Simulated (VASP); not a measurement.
# SnTe (I4/mmm) in VASP: a series of runs

SnTe is run at these levels: PBEsol; tasks: single point.

Everything below comes from runs of VASP 6.6.1. Logs are shortened: lines on timing, memory, paths and dates and some standing lists are left out, and cuts for length are marked.

### 1 The cell of the first run

The structure is tetragonal, space group I4/mmm (No. 139). The conventional cell has a = 4.598 Å, b = 4.598 Å, c = 6.313 Å, α = 90.00°, β = 90.00°, γ = 90.00°. Sn (site symmetry 4/mmm) has 6 Te at 3.16 to 3.25 Å within 4.2 Å. Te (site symmetry 4/mmm) has 6 Sn at 3.16 to 3.25 Å within 4.2 Å.

### 2 Single point, PBEsol (strain +0.0300 x Voigt [1, 1, 0, 0, 0, 0])

INCAR reads:

```
PREC = Accurate
ENCUT = 500
EDIFF = 1E-6
ISMEAR = 0
SIGMA = 0.03
LREAL = False
LASPH = True
NELM = 120
ALGO = Normal
ISIF = 2
LWAVE = False
LCHARG = False
GGA = PS
NBANDS = 17
GGA_COMPAT = False
```

KPOINTS reads:

```
regular mesh
0
Gamma
  10 10 10
```

POSCAR reads:

```
SnTe
1.0
    0.0000000000      3.2511950000      3.1565000000
    3.2511950000      0.0000000000      3.1565000000
    3.2511950000      3.2511950000      0.0000000000
Sn Te
1 1
Direct
    0.0000000000      0.0000000000      0.0000000000
    0.5000000000      0.5000000000      0.5000000000
```

Potentials or basis: VASP PAW PBE potentials, release 64 (Sn_d, Te).

Run with:

```
> cat potpaw_PBE.64/Sn_d/POTCAR potpaw_PBE.64/Te/POTCAR > POTCAR
> mpirun -np 1 vasp_std > vasp.out
```

OUTCAR:

```text
PREC = Accurate
   ENCUT = 500
   EDIFF = 1E-6
   ISMEAR = 0
   LREAL = False
   LASPH = True
   NELM = 120
   ISIF = 2
   GGA = PS

 ion  position               nearest neighbor table
   1  0.000  0.000  0.000-   2 3.16   2 3.16   2 3.25   2 3.25   2 3.25   2 3.25
   2  0.500  0.500  0.500-   1 3.16   1 3.16   1 3.25   1 3.25   1 3.25   1 3.25

  LATTYP: Found a body centered tetragonal cell.
 ALAT       =     4.5978840629
 C/A-ratio  =     1.3730228761

  Lattice vectors:

 A1 = (   0.0000000000,  -3.2511950000,  -3.1565000000)
 A2 = (   0.0000000000,   3.2511950000,  -3.1565000000)
 A3 = (   3.2511950000,   0.0000000000,   3.1565000000)

Analysis of symmetry for initial positions (statically):
=====================================================================
 Subroutine PRICEL returns:
 Original cell was already a primitive cell.

 Routine SETGRP: Setting up the symmetry group for a
 body centered tetragonal supercell.

 Subroutine GETGRP returns: Found 16 space group operations
 (whereof 16 operations were pure point group operations)
 out of a pool of 16 trial point group operations.

The static configuration has the point symmetry D_4h.

Analysis of symmetry for dynamics (positions and initial velocities):
=====================================================================
 Subroutine PRICEL returns:
 Original cell was already a primitive cell.

 Routine SETGRP: Setting up the symmetry group for a
 body centered tetragonal supercell.

 Subroutine GETGRP returns: Found 16 space group operations
 (whereof 16 operations were pure point group operations)
 out of a pool of 16 trial point group operations.

The dynamic configuration has the point symmetry D_4h.

 Subroutine INISYM returns: Found 16 space group operations
 (whereof 16 operations are pure point group operations),
 and found     1 'primitive' translations

----------------------------------------------------------------------------------------

                                     Primitive cell

  volume of cell :      66.7301

  direct lattice vectors                    reciprocal lattice vectors
     0.000000000  3.251195000  3.156500000    -0.153789607  0.153789607  0.158403295
     3.251195000  0.000000000  3.156500000     0.153789607 -0.153789607  0.158403295
     3.251195000  3.251195000  0.000000000     0.153789607  0.153789607 -0.158403295

  length of vectors
     4.531419334  4.531419334  4.597884063     0.269061499  0.269061499  0.269061499

  position of ions in fractional coordinates (direct lattice)
     0.000000000  0.000000000  0.000000000
     0.500000000  0.500000000  0.500000000

  ion indices of the primitive-cell ions
   primitive index   ion index
                 1           1
                 2           2

----------------------------------------------------------------------------------------

 KPOINTS: regular mesh

Automatic generation of k-mesh.
 Grid dimensions read from file:
 generate k-points for:   10   10   10

 Generating k-lattice:

  Cartesian coordinates                     Fractional coordinates (reciprocal lattice)
    -0.015378961  0.015378961  0.015840329     0.100000000  0.000000000  0.000000000
     0.015378961 -0.015378961  0.015840329     0.000000000  0.100000000  0.000000000
     0.015378961  0.015378961 -0.015840329     0.000000000  0.000000000  0.100000000

  Length of vectors
     0.026906150  0.026906150  0.026906150

  Shift w.r.t. Gamma in fractional coordinates (k-lattice)
     0.000000000  0.000000000  0.000000000

 Subroutine IBZKPT returns following result:
 ===========================================

 Found    102 irreducible k-points:

 Following reciprocal coordinates:
            Coordinates               Weight
  0.000000  0.000000  0.000000      1.000000
  0.100000  0.000000  0.000000      8.000000
  0.200000  0.000000  0.000000      8.000000
  0.300000  0.000000  0.000000      8.000000
  0.400000  0.000000  0.000000      8.000000
  0.500000  0.000000  0.000000      4.000000
[... 16 lines left out ...]
  0.300000  0.300000  0.000000      2.000000
  0.400000  0.300000  0.000000      8.000000
 [... further k-points ...]
   k-points           NKPTS =    102   k-points in BZ     NKDIM =    102   number of bands    NBANDS=     17
   number of dos      NEDOS =    301   number of ions     NIONS =      2
   total plane-waves  NPLWV =  46656
   dimension x,y,z NGX =    36 NGY =   36 NGZ =   36
   dimension x,y,z NGXF=    72 NGYF=   72 NGZF=   72
   ions per type =               1   1
   NGX,Y,Z   is equivalent  to a cutoff of  13.21, 13.21, 13.02 a.u.
   NGXF,Y,Z  is equivalent  to a cutoff of  26.41, 26.41, 26.03 a.u.
 SYSTEM =  unknown system
   PREC   = accura    normal or accurate (medium, high low for compatibility)
   ISTART =      0    job   : 0-new  1-cont  2-samecut
   ICHARG =      2    charge: 1-file 2-atom 10-const
   ISPIN  =      1    spin polarized calculation?
   LNONCOLLINEAR =      F non collinear calculations
   LSORBIT =      F    spin-orbit coupling
   LASPH  =      T    aspherical Exc in radial PAW
   ENCUT  =  500.0 eV  36.75 Ry    6.06 a.u.   8.26  8.26  8.38*2*pi/ulx,y,z
   NELM   =    120;   NELMIN=  2; NELMDL= -5     # of ELM steps
   EDIFF  = 0.1E-05   stopping-criterion for ELM
   LREAL  =      F    real-space projection
   EDIFFG = 0.1E-04   stopping-criterion for IOM
   NSW    =      0    number of steps for IOM
   IBRION =     -1    ionic relax: 0-MD 1-quasi-New 2-CG
   NFREE  =      0    steps in history (QN), initial steepest desc. (CG)
   ISIF   =      2    stress and relaxation
   ISYM   =      2    0-nonsym 1-usesym 2-fastsym
   POTIM  = 0.5000    time-step for ionic-motion
   TEBEG  =    0.0;   TEEND  =   0.0 temperature during run
   PSTRESS=    0.0 pullay stress
   NELECT =      20.0000    total number of electrons
   NUPDOWN=      -1.0000    fix difference up-down
   EMIN   =  10.00;   EMAX   =-10.00  energy-range for DOS
   EFERMI =   0.00;   METHOD = LEGACY
   ISMEAR =     0;   SIGMA  =   0.03  broadening in eV -4-tet -1-fermi 0-gaus
   EFERMI_NEDOS =   21; number of points for ismear=-14 and -15
   IALGO  =     38    algorithm
   IMIX   =      4    mixing-type and parameters
     AMIX     =   0.40;   BMIX     =  1.00
     AMIX_MAG =   1.60;   BMIX_MAG =  1.00
  volume/ion in A,a.u.               =      33.37       225.16
  Fermi-wavevector in a.u.,A,eV,Ry     =   1.095580  2.070347 16.331022  1.200296
  Thomas-Fermi vector in A             =   2.231907
   LORBIT       =      0    0 simple, 1 ext, 2 COOP (PROOUT), +10 PAW based schemes
   GGA     = PS    functional components
   LHFCALC =     F    Hartree Fock is set to
   AEXX    =    0.0000 exact exchange contribution
   IVDW    =     0    specifies the selected vdW correction
   LEPSILON=     F    determine dielectric tensor
   LRPA    =     F    only Hartree local field effects (RPA)
 non-spin polarized calculation
 Gauss-broadening in eV      SIGMA  =   0.03
  energy-cutoff  :      500.00
  volume of cell :       66.73
 maximum number of plane-waves:      1727
 NGX is ok and might be reduce to    36
   NGX = 17   NGY = 17   NGZ = 17

 number of electron      20.0000004 magnetization

 Free energy of the ion-electron system (eV)
  ---------------------------------------------------
  ext. energy  EPLUGINS =         0.00000000
  ---------------------------------------------------
  free energy    TOTEN  =        -8.28397717 eV

  energy without entropy =       -8.28384177  energy(sigma->0) =       -8.28390947

 E-fermi :   5.9914     XC(G=0):  -9.3684

 val. band max:        5.9913315283   @ k =   0.5000   0.0000   0.0000
 cond. band min:       5.9914964844   @ k =   0.5000   0.0000   0.0000
 fundamental gap:      0.0001649561
 Fermi energy:         5.9914140065

 k-point     1 :       0.0000    0.0000    0.0000
  band No.  band energies     occupation
      1     -15.7486      2.00000
      2     -15.7455      2.00000
      3     -15.7364      2.00000
      4     -15.7354      2.00000
      5     -15.7354      2.00000
      6      -6.3415      2.00000
[... 9 lines left out ...]
     16      10.9869      0.00000
     17      12.6535      0.00000

 k-point     2 :       0.1000    0.0000    0.0000
  band No.  band energies     occupation
      1     -15.7487      2.00000
      2     -15.7453      2.00000
      3     -15.7367      2.00000
      4     -15.7351      2.00000
      5     -15.7350      2.00000
      6      -6.2648      2.00000
[... 9 lines left out ...]
     16      11.1181      0.00000
     17      13.2240      0.00000

 k-point     3 :       0.2000    0.0000    0.0000
  band No.  band energies     occupation
      1     -15.7493      2.00000
      2     -15.7447      2.00000
      3     -15.7376      2.00000
      4     -15.7342      2.00000
      5     -15.7337      2.00000
      6      -6.0444      2.00000
[... 9 lines left out ...]
     16      11.6366      0.00000
     17      14.5722      0.00000

 k-point     4 :       0.3000    0.0000    0.0000
  band No.  band energies     occupation
      1     -15.7501      2.00000
      2     -15.7444      2.00000
      3     -15.7385      2.00000
      4     -15.7330      2.00000
      5     -15.7321      2.00000
      6      -5.7167      2.00000
[... 9 lines left out ...]
     16      12.4874      0.00000
     17      16.0661      0.00000
[... 343 lines left out ...]
      1     -15.7505      2.00000
      2     -15.7440      2.00000
      3     -15.7374      2.00000
      4     -15.7337      2.00000
      5     -15.7322      2.00000
      6      -5.6313      2.00000
[... 9 lines left out ...]
     16      14.3102      0.00000
     17      14.4711      0.00000

 k-point    23 :       0.3000    0.3000    0.0000
  band No.  band energies     occupation
      1     -15.7476      2.00000
      2     -15.7458      2.00000
      3     -15.7446      2.00000
      4     -15.7297      2.00000
      5     -15.7297      2.00000
      6      -5.4806      2.00000
[... 9 lines left out ...]
     16      14.1472      0.00000
     17      14.6466      0.00000

 k-point    24 :       0.4000    0.3000    0.0000
  band No.  band energies     occupation
      1     -15.7476      2.00000
      2     -15.7462      2.00000
      3     -15.7457      2.00000
      4     -15.7287      2.00000
      5     -15.7285      2.00000
      6      -5.2280      2.00000
[... 9 lines left out ...]
     16      14.7789      0.00000
     17      15.6973      0.00000

 [... further k-points ...]

------------------------ aborting loop because EDIFF is reached ----------------------------------------

  FORCE on cell =-STRESS in cart. coord.  units (eV):
  Direction    XX          YY          ZZ          XY          YZ          ZX
  --------------------------------------------------------------------------------------
  -------------------------------------------------------------------------------------
  Total       -1.5823006     -1.5823006     -0.2852137      0.0000000      0.0000000     -0.0000000
  in kB      -37.9907391    -37.9907391     -6.8479281      0.0000000      0.0000000     -0.0000000
  external PRESSURE =     -27.6098021 kB  Pullay stress =       0.0000000 kB

 VOLUME and BASIS-vectors are now :
 -----------------------------------------------------------------------------
  energy-cutoff  :      500.00
  volume of cell :       66.73
      direct lattice vectors                 reciprocal lattice vectors
     0.000000000  3.251195000  3.156500000    -0.153789607  0.153789607  0.158403295
     3.251195000  0.000000000  3.156500000     0.153789607 -0.153789607  0.158403295
     3.251195000  3.251195000  0.000000000     0.153789607  0.153789607 -0.158403295

 POSITION                                       TOTAL-FORCE (eV/Angst)
 -----------------------------------------------------------------------------------
      0.00000      0.00000      0.00000        -0.000000      0.000000      0.000000
      3.25120      3.25120      3.15650         0.000000      0.000000      0.000000
 -----------------------------------------------------------------------------------
    total drift:                               -0.000000      0.000000      0.000000

  FREE ENERGIE OF THE ION-ELECTRON SYSTEM (eV)
  ---------------------------------------------------
  free  energy   TOTEN  =        -8.2839771723 eV

  energy  without entropy=       -8.2838417679  energy(sigma->0) =       -8.28390947
```

It took 4.6 min on 1 thread of AMD EPYC 7R13, shared host; peak memory 0.25 GiB.

Results:

* Free energy: -8.2840 eV
* Pressure: -2.8 GPa
* Band gap on the k mesh: zero (filled and empty bands touch)

Levels at points of the mesh, in eV from the Fermi level:
| k point | band 8 | band 9 | band 10 | band 11 | band 12 | band 13 |
| --- | --- | --- | --- | --- | --- | --- |
| (0.00, 0.00, 0.00) | -2.14 | -1.82 | -1.82 | 3.00 | 3.00 | 3.69 |
| (0.50, 0.00, 0.00) | -1.64 | -1.58 | 0.00 | 0.00 | 0.42 | 0.56 |
| (0.50, 0.50, 0.00) | -5.17 | -3.45 | -3.45 | 2.32 | 4.56 | 4.56 |
| (0.50, 0.00, 0.50) | -5.10 | -3.55 | -3.22 | 2.40 | 4.31 | 5.05 |

Caveat: the cell differs from its parent crystal (strain +0.0300 x Voigt [1, 1, 0, 0, 0, 0]); semilocal functionals underestimate gaps, so a narrow gap can read as zero; the PAW data sets were made with another functional, which shifts forces and pressure a little; spin-orbit coupling is left out, which moves the levels of the heavy elements.

### 3 Single point, PBEsol (strain +0.0350 x Voigt [1, 1, 0, 0, 0, 0])

INCAR reads:

```
ALGO = Normal
EDIFF = 1E-6
ENCUT = 500
GGA = PS
GGA_COMPAT = F
ISIF = 2
ISMEAR = 0
LASPH = T
LCHARG = F
LREAL = F
LWAVE = F
NBANDS = 17
NELM = 120
PREC = Accurate
SIGMA = 0.03
```

KPOINTS reads:

```
k-points
0
Gamma
  10 10 10
```

POSCAR reads:

```
SnTe
1.0
    0.0000000000      3.2669775000      3.1565000000
    3.2669775000      0.0000000000      3.1565000000
    3.2669775000      3.2669775000      0.0000000000
Sn Te
1 1
Direct
    0.0000000000      0.0000000000      0.0000000000
    0.5000000000      0.5000000000      0.5000000000
```

Potentials or basis: VASP PAW PBE potentials, release 64 (Sn_d, Te).

Run with:

```
> cat potpaw_PBE.64/Sn_d/POTCAR potpaw_PBE.64/Te/POTCAR > POTCAR
> mpirun -np 1 vasp_std > vasp.out
```

OUTCAR:

```text
EDIFF = 1E-6
   ENCUT = 500
   GGA = PS
   ISIF = 2
   ISMEAR = 0
   LASPH = T
   LREAL = F
   NELM = 120
   PREC = Accurate

 ion  position               nearest neighbor table
   1  0.000  0.000  0.000-   2 3.16   2 3.16   2 3.27   2 3.27   2 3.27   2 3.27
   2  0.500  0.500  0.500-   1 3.16   1 3.16   1 3.27   1 3.27   1 3.27   1 3.27

  LATTYP: Found a body centered tetragonal cell.
 ALAT       =     4.6202038885
 C/A-ratio  =     1.3663899153

  Lattice vectors:

[... 668 lines left out ...]
------------------------ aborting loop because EDIFF is reached ----------------------------------------

  FORCE on cell =-STRESS in cart. coord.  units (eV):
  Direction    XX          YY          ZZ          XY          YZ          ZX
  --------------------------------------------------------------------------------------
  -------------------------------------------------------------------------------------
  Total       -1.7716163     -1.7716163     -0.2943935      0.0000000     -0.0000000     -0.0000000
  in kB      -42.1261894    -42.1261894     -7.0002048      0.0000000     -0.0000000     -0.0000000
  external PRESSURE =     -30.4175279 kB  Pullay stress =       0.0000000 kB

 VOLUME and BASIS-vectors are now :
 -----------------------------------------------------------------------------
  energy-cutoff  :      500.00
  volume of cell :       67.38
      direct lattice vectors                 reciprocal lattice vectors
     0.000000000  3.266977500  3.156500000    -0.153046662  0.153046662  0.158403295
     3.266977500  0.000000000  3.156500000     0.153046662 -0.153046662  0.158403295
     3.266977500  3.266977500  0.000000000     0.153046662  0.153046662 -0.158403295

 POSITION                                       TOTAL-FORCE (eV/Angst)
 -----------------------------------------------------------------------------------
      0.00000      0.00000      0.00000        -0.000000      0.000000      0.000000
      3.26698      3.26698      3.15650         0.000000      0.000000      0.000000
 -----------------------------------------------------------------------------------
    total drift:                               -0.000000      0.000000      0.000000

  FREE ENERGIE OF THE ION-ELECTRON SYSTEM (eV)
  ---------------------------------------------------
  free  energy   TOTEN  =        -8.2679268488 eV

  energy  without entropy=       -8.2677981521  energy(sigma->0) =       -8.26786250
```

OSZICAR:

```text
N       E                     dE             d eps       ncg     rms          rms(c)
DAV:   1     0.122457746836E+03    0.12246E+03   -0.92689E+03  3496   0.127E+03
DAV:   2     0.324969064542E+01   -0.11921E+03   -0.11577E+03  3655   0.316E+02
DAV:   3    -0.800026788689E+01   -0.11250E+02   -0.11105E+02  4301   0.878E+01
DAV:   4    -0.833607821265E+01   -0.33581E+00   -0.33551E+00  4131   0.158E+01
DAV:   5    -0.834939998278E+01   -0.13322E-01   -0.13321E-01  5103   0.310E+00    0.389E+00
DAV:   6    -0.827048507730E+01    0.78915E-01   -0.18137E-01  4714   0.297E+00    0.244E+00
DAV:   7    -0.826805425595E+01    0.24308E-02   -0.53136E-02  4220   0.121E+00    0.864E-01
DAV:   8    -0.826794153026E+01    0.11273E-03   -0.68629E-03  4372   0.667E-01    0.133E-01
DAV:   9    -0.826793885488E+01    0.26754E-05   -0.92282E-04  4721   0.241E-01    0.382E-02
DAV:  10    -0.826792563644E+01    0.13218E-04   -0.99956E-05  4574   0.828E-02    0.240E-02
DAV:  11    -0.826792718203E+01   -0.15456E-05   -0.36994E-05  4613   0.443E-02    0.241E-02
DAV:  12    -0.826792684880E+01    0.33323E-06   -0.28118E-06  3807   0.107E-02
   1 F= -.82679268E+01 E0= -.82678625E+01  d E =-.128697E-03
```

Wall time 4.3 min (1 thread of AMD EPYC 7R13, shared host); peak memory 0.25 GiB.

Results:

```
Free energy            : -8.2679 eV
Pressure               : -3.0 GPa
Band gap on the k mesh : 0.01 eV
```

Stress tensor (GPa, compression positive):
```
-4.21  0.00  0.00
 0.00 -4.21  0.00
 0.00  0.00 -0.70
```

Levels at points of the mesh, in eV from the valence-band top:
```
           k point  band 8  band 9  band 10  band 11  band 12  band 13
(0.00, 0.00, 0.00)   -2.14   -1.77    -1.77     2.96     2.96     3.76
(0.50, 0.00, 0.00)   -1.61   -1.55     0.00     0.01     0.43     0.60
(0.50, 0.50, 0.00)   -5.10   -3.40    -3.40     2.36     4.51     4.51
(0.50, 0.00, 0.50)   -5.02   -3.52    -3.14     2.46     4.23     5.08
```

Caveat: the cell differs from its parent crystal (strain +0.0350 x Voigt [1, 1, 0, 0, 0, 0]); the cell stands under tension; the PAW data sets were made with another functional, which shifts forces and pressure a little; spin-orbit coupling is left out, which moves the levels of the heavy elements. A k mesh can miss the band edges.
